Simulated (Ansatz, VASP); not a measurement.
## SnO: VASP beside Ansatz

File INCAR:

```
SYSTEM = SnO
  PREC = Accurate
  ENCUT = 520
  EDIFF = 1E-6
  ISMEAR = 0
  SIGMA = 0.01
  LREAL = .False.
  LASPH = .True.
  NELM = 80
  ALGO = Normal
  ISIF = 2
  LWAVE = .False.
  LCHARG = .False.
  GGA = PE
  NBANDS = 28
```

KPOINTS

```
Automatic mesh
0
Gamma
  12 12 6
  0 0 0
```

File POSCAR:

```
SnO
1.0
    4.1254991749      0.0000000000      0.0000000000
   -2.0627495874      3.5727870888      0.0000000000
    0.0000000000      0.0000000000      5.1854033114
Sn O
2 2
Direct
    0.3333333333      0.6666666667      0.2500000000
    0.6666666667      0.3333333333      0.7500000000
    0.6666666667      0.3333333333      0.2500000000
    0.3333333333      0.6666666667      0.7500000000
```

Input for Ansatz:

```yaml
crystal:
  lattice:
    - [4.1254991749, 0.0, 0.0]
    - [-2.0627495874, 3.5727870888, 0.0]
    - [0.0, 0.0, 5.1854033114]
  atoms:
    - { symbol: Sn, position: [0.3333333333, 0.6666666667, 0.25] }
    - { symbol: Sn, position: [0.6666666667, 0.3333333333, 0.75] }
    - { symbol: O, position: [0.6666666667, 0.3333333333, 0.25] }
    - { symbol: O, position: [0.3333333333, 0.6666666667, 0.75] }
kpoints:
  mp_grid: { grid: [12, 12, 6] }
  band_path:
    path:
      - [0.0, 0.0, 0.0]
      - [0.5, 0.0, 0.0]
      - [0.3333333333, 0.3333333333, 0.0]
      - [0.0, 0.0, 0.5]
      - [0.5, 0.0, 0.5]
      - [0.3333333333, 0.3333333333, 0.5]
    npoints: 1
hamiltonian:
  xc: pbe
scf:
  occupations: { method: fixed }
  n_extra_bands: 5
output:
  forces: true
  stress: true
  eigenvalues: true
```

Alike in both runs: task single point; functional PBE; k mesh 12 × 12 × 6; no spin polarisation.

|  | VASP | Ansatz |
| --- | --- | --- |
| version | VASP 6.6.1 | Ansatz 0.2.0 |
| potentials or method | VASP PAW PBE potentials, release 64 (Sn_d, O) | plane waves, PAW |
| plane-wave cutoff (eV) | 520 | 420 |
| occupations | gaussian, width 0.01 eV | fixed |
| valence electrons in the cell | 40 | 40 |

VASP gave:

```
gap on the k mesh at the Fermi level (eV)                     : 0.41
pressure (GPa)                                                : 2.6
traceless stress, the component that is largest in VASP (GPa) : -0.24
```

Question: What did Ansatz give for the same quantities?

Answer: gap on the k mesh at the Fermi level (eV): 0.41; pressure (GPa): 2.5; traceless stress, the component that is largest in VASP (GPa): -0.21.
